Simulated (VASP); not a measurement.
TlBr:

```xyz
2
Lattice="3.9462 0.0000 0.0000 0.0000 3.9462 0.0000 0.0000 0.0000 3.9462" Properties=species:S:1:pos:R:3 pbc="T T T"
Tl    0.0000    0.0000    0.0000
Br    1.9731    1.9731    1.9731
```

Base run:

| Property | Result |
| --- | --- |
| Program | VASP 6.6.1 |
| Functional | PBE |
| Potentials or basis | VASP PAW PBE potentials, release 64 (Tl_d, Br) |
| Cutoff | 500 eV |
| k mesh | 4 × 4 × 4 |
| Occupations | gaussian, width 0.01 eV |
| Spin | no spin polarisation |

Its results: band gap on the k mesh 1.78 eV, direct; pressure 2.0 GPa.

The run is repeated on the same cell with these changes: functional from PBE to r2SCAN; cutoff from 500 eV to 550 eV; k mesh from 4 × 4 × 4 to 6 × 6 × 6. What comes out?

Band gap on the k mesh 2.24 eV, direct; pressure 1.0 GPa.

Several settings changed at once, so the effect can't be laid on one alone.

Caveats: spin-orbit coupling is left out, which moves the levels of the heavy elements; the PAW data sets were made with another functional, which shifts forces and pressure a little (some runs).

A k mesh can miss the band edges.
